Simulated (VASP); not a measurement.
Write the native input for VASP 6.6.1 that does the following.

```yaml
Task: single point
Functional: PBEsol
Potentials_or_basis: VASP PAW PBE potentials, release 64 (Mn_pv, S)
Cutoff: 520 eV
k_mesh: 16 × 16 × 16
Occupations: gaussian, width 0.15 eV
Spin: collinear spin, ferromagnetic start
Starting_moments: "[1.312, 0.0] μB"
Fixed_moment: 1.3125 μB
Dipole_correction: no
Further_INCAR_settings: ALGO = Normal; EDIFF = 1e-07; NBANDS = 20
```

The structure of MnS lies in POSCAR:

```
MnS
1.0
    0.0000000000      2.7322137930      2.7322137930
    2.7322137930      0.0000000000      2.7322137930
    2.7322137930      2.7322137930      0.0000000000
Mn S
1 1
Direct
    0.0000000000      0.0000000000      0.0000000000
    0.7500000000      0.7500000000      0.7500000000
```

One way to write it, as run:

INCAR

```
  PREC = Accurate
  ENCUT = 520
  EDIFF = 1E-7
  ISMEAR = 0
  SIGMA = 0.15
  LREAL = False
  LASPH = True
  NELM = 150
  ALGO = Normal
  ISIF = 2
  LWAVE = False
  LCHARG = True
  ISPIN = 2
  MAGMOM = 1.312 0
  LORBIT = 11
  NUPDOWN = 1.3125
  LMAXMIX = 4
  GGA = PS
  LELF = True
  LVHAR = True
  NBANDS = 20
```

KPOINTS

```
regular mesh
0
Gamma
  16 16 16
```

Potentials or basis: VASP PAW PBE potentials, release 64 (Mn_pv, S).

The run is started by

```bash
$ cat potpaw_PBE.64/Mn_pv/POTCAR potpaw_PBE.64/S/POTCAR > POTCAR
$ mpirun -np 1 vasp_std > vasp.out
```

It gave:

```json
{
  "Pressure": "-20.8 GPa",
  "Net moment": "1.31 μB per cell",
  "Site moments": "Mn +1.36; S -0.08 μB",
  "Valence electrons inside the program's atomic spheres": "Mn 11.56; S 3.61"
}
```

Caveat: the cell stands under tension; the PAW data sets were made with another functional, which shifts forces and pressure a little; the total moment is fixed, so each spin has its own Fermi level and the state may be an excited one; a cell with one magnetic atom can't hold antiferromagnetic order, which such compounds often take.

It took 2.4 min on 1 thread of AMD EPYC 9R45 96-Core Processor (Zen 5), with other jobs on the host, peak memory 0.28 GiB.
